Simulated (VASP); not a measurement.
Write the native input for VASP 6.6.1 that does the following.

```
Task                   : single point
Functional             : r2SCAN
Potentials or basis    : VASP PAW PBE potentials, release 64 (Hg, S)
Cutoff                 : 520 eV
k mesh                 : 6 × 6 × 4
Occupations            : gaussian, width 0.1 eV
Spin                   : no spin polarisation
Dipole correction      : no
Further INCAR settings : ALGO = Normal; EDIFF = 1e-06; NBANDS = 22
```

The system is Hg2S.

```
Hg S
1.0
     4.69912    0.00000    0.00000
    -2.34956    4.06956    0.00000
     0.00000    0.00000    3.74631
Hg S
2 1
Direct
  0.33333 0.66667 0.50000
  0.66667 0.33333 0.50000
  0.00000 0.00000 0.00000
```

The input as run:

POSCAR

```
Hg2S
1.0
    4.6991196408      0.0000000000      0.0000000000
   -2.3495598204      4.0695569844      0.0000000000
    0.0000000000      0.0000000000      3.7463089926
Hg S
2 1
Direct
    0.3333333333      0.6666666667      0.5000000000
    0.6666666667      0.3333333333      0.5000000000
    0.0000000000      0.0000000000      0.0000000000
```

INCAR.step1

```
  ALGO = Normal
  EDIFF = 1E-4
  ENCUT = 520
  GGA = PE
  ISMEAR = 0
  LASPH = True
  LCHARG = False
  LREAL = False
  LWAVE = True
  NBANDS = 22
  NELM = 80
  PREC = Accurate
  SIGMA = 0.1
```

INCAR.step2

```
  ALGO = Normal
  EDIFF = 1E-6
  ENCUT = 520
  ISIF = 2
  ISMEAR = 0
  ISTART = 1
  LASPH = True
  LCHARG = False
  LMIXTAU = True
  LREAL = False
  LWAVE = False
  METAGGA = R2SCAN
  NBANDS = 22
  NELM = 80
  PREC = Accurate
  SIGMA = 0.1
```

KPOINTS

```
k-points
0
Gamma
  6 6 4
```

Potentials or basis: VASP PAW PBE potentials, release 64 (Hg, S).

Launch:

```bash
$ cat potpaw_PBE.64/Hg/POTCAR potpaw_PBE.64/S/POTCAR > POTCAR
$ cp INCAR.step1 INCAR
$ mpirun -np 1 vasp_std > vasp.out
$ cp INCAR.step2 INCAR
$ mpirun -np 1 vasp_std > vasp.out
```

Results of the run:

```
Pressure               : 0.7 GPa
Band gap on the k mesh : zero (bands 15 and 16 overlap by 2.80 eV)
```

Caveat: the k points lie up to 0.42 Å⁻¹ apart, too coarse for converged energies and pressures of a metal; the PAW data sets were made with another functional, which shifts forces and pressure a little; spin-orbit coupling is left out, which moves the levels of the heavy elements.

It took 50 s on 1 thread of Intel(R) Xeon(R) 6975P-C (Granite Rapids), with other jobs on the host, peak memory 0.2 GiB.
